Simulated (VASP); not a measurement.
Write the native input for VASP 6.6.1 that does the following.

* Task: single point
* Functional: r2SCAN
* Potentials or basis: VASP PAW PBE potentials, release 64 (Ga_d, N)
* Cutoff: 520 eV
* k mesh: 10 × 10 × 10
* Occupations: gaussian, width 0.05 eV
* Spin: no spin polarisation
* Dipole correction: no
* Further INCAR settings: ALGO = Normal; EDIFF = 1e-06; NBANDS = 16

GaN:

```xyz
2
Lattice="0.0000 2.2535 2.1408 2.2535 0.0000 2.1408 2.2535 2.2535 0.0000" Properties=species:S:1:pos:R:3 pbc="T T T"
Ga    0.0000    0.0000    0.0000
N     3.3803    3.3803    3.2112
```

This cell differs from its parent crystal: strain -0.0500 x Voigt [0, 0, 1, 0, 0, 0].

These files were run (other wordings do the same):

POSCAR

```
GaN
1.0
    0.0000000000      2.2535006075      2.1408255771
    2.2535006075      0.0000000000      2.1408255771
    2.2535006075      2.2535006075      0.0000000000
Ga N
1 1
Direct
    0.0000000000      0.0000000000      0.0000000000
    0.7500000000      0.7500000000      0.7500000000
```

INCAR.step1

```
SYSTEM = GaN
PREC = Accurate ; ENCUT = 520
ISMEAR = 0 ; SIGMA = 0.05
LREAL = .False. ; LASPH = .True.
NELM = 100 ; NBANDS = 16
GGA = PE ; ALGO = Normal
EDIFF = 1E-4 ; LWAVE = .True.
LCHARG = .False.
```

INCAR.step2

```
SYSTEM = GaN
PREC = Accurate ; ENCUT = 520
EDIFF = 1E-6 ; ISMEAR = 0
SIGMA = 0.05 ; LREAL = .False.
LASPH = .True. ; NELM = 100
ALGO = Normal ; ISIF = 2
LWAVE = .False. ; LCHARG = .True.
METAGGA = R2SCAN ; LMIXTAU = .True.
LELF = .True. ; LVHAR = .True.
NBANDS = 16 ; ISTART = 1
```

KPOINTS

```
Automatic mesh
0
Gamma
  10 10 10
  0 0 0
```

Potentials or basis: VASP PAW PBE potentials, release 64 (Ga_d, N).

The run is started by

```bash
$ cat potpaw_PBE.64/Ga_d/POTCAR potpaw_PBE.64/N/POTCAR > POTCAR
$ cp INCAR.step1 INCAR
$ mpirun -np 1 vasp_std > vasp.out
$ cp INCAR.step2 INCAR
$ mpirun -np 1 vasp_std > vasp.out
```

It gave:

```json
{"Pressure": "10.8 GPa", "Band gap on the k mesh": "2.31 eV"}
```

Caveat: the cell differs from its parent crystal (strain -0.0500 x Voigt [0, 0, 1, 0, 0, 0]); the cell stands under pressure; the PAW data sets were made with another functional, which shifts forces and pressure a little.

Wall time 3 min on 1 thread of Intel Xeon 8259CL, on a shared host, peak memory 0.17 GiB.
